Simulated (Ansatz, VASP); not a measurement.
# Two plane-wave programs on HgTe

```
Hg Te
1.0
     0.00000    3.06232    3.22350
     3.06232    0.00000    3.22350
     3.06232    3.06232    0.00000
Hg Te
1 1
Direct
  0.00000 0.00000 0.00000
  0.75000 0.75000 0.75000
```

Change from the starting cell: strain -0.050 along x and y, +0.000 along z, atoms carried along.

Alike in both runs: task single point; functional PBEsol; k mesh 14 × 14 × 14; occupations gaussian, width 0.15 eV; no spin polarisation.

|  | VASP | Ansatz |
| --- | --- | --- |
| version | VASP 6.6.1 | Ansatz 0.2.0 |
| potentials or method | VASP PAW PBE potentials, release 64 (Hg, Te), cutoff 520 eV | scalar-relativistic, plane waves, PAW |
| valence electrons in the cell | 18 | 36 |

|  | VASP | Ansatz | Ansatz less VASP |
| --- | --- | --- | --- |
| gap on the k mesh at the Fermi level (eV) | none | none | - |
| pressure (GPa) | 7.9 | 7.7 | -0.21 |
| traceless stress, the component that is largest in VASP (GPa) | -0.39 | -0.38 | +0.001 |

VASP's potentials were made for PBE, not for PBEsol. A gap of «none» marks a metal or a gap that the smearing closes. VASP's potentials hold 18 valence electrons a cell and Ansatz's 36, so a difference there can come from the potentials and not from the codes.

Spin-orbit coupling is off throughout.
